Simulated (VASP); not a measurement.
## AlN: single point with PBE

Crystal: AlN.

```
CELL_PARAMETERS angstrom
3.11300 0.00000 0.00000
-1.55650 2.69594 0.00000
0.00000 0.00000 4.98100
ATOMIC_POSITIONS crystal
Al 0.33333 0.66667 0.00000
Al 0.66667 0.33333 0.50000
N 0.33333 0.66667 0.38000
N 0.66667 0.33333 0.88000
```

```json
{
  "Program": "VASP 6.6.1",
  "Task": "single point",
  "Functional": "PBE",
  "Potentials or basis": "VASP PAW PBE potentials, release 64 (Al, N)",
  "Cutoff": "520 eV",
  "k mesh": "7 × 7 × 4",
  "Occupations": "gaussian, width 0.01 eV",
  "Spin": "no spin polarisation"
}
```

The pressure is 3.5 GPa. The largest force is 0.129 eV/Å and the band gap on the k mesh is 4.22 eV, direct.

Forces in eV/Å, atoms in the order of the input:
```
Al   0.000  0.000 -0.129
Al   0.000  0.000 -0.129
N    0.000  0.000  0.129
N    0.000  0.000  0.129
```

Stress tensor (GPa, compression positive):
```
2.92 0.00 0.00
0.00 2.92 0.00
0.00 0.00 4.56
```

Levels at points of the mesh, in eV from the valence-band top:
| k point | band 4 | band 5 | band 6 | band 7 | band 8 | band 9 | band 10 | band 11 | band 12 | band 13 |
| --- | --- | --- | --- | --- | --- | --- | --- | --- | --- | --- |
| (0.00, 0.00, 0.00) | -0.83 | -0.83 | -0.18 | -0.18 | 0.00 | 4.22 | 6.66 | 10.61 | 11.17 | 11.17 |
| (0.00, 0.00, 0.50) | -3.31 | -0.52 | -0.52 | -0.52 | -0.52 | 6.47 | 6.47 | 10.34 | 10.34 | 11.48 |

Run time: 7.2 s on 1 thread of Intel(R) Xeon(R) Platinum 8488C (Sapphire Rapids), on a shared host, peak memory 0.15 GiB.

As with any semilocal functional, this PBE gap is likely too small.
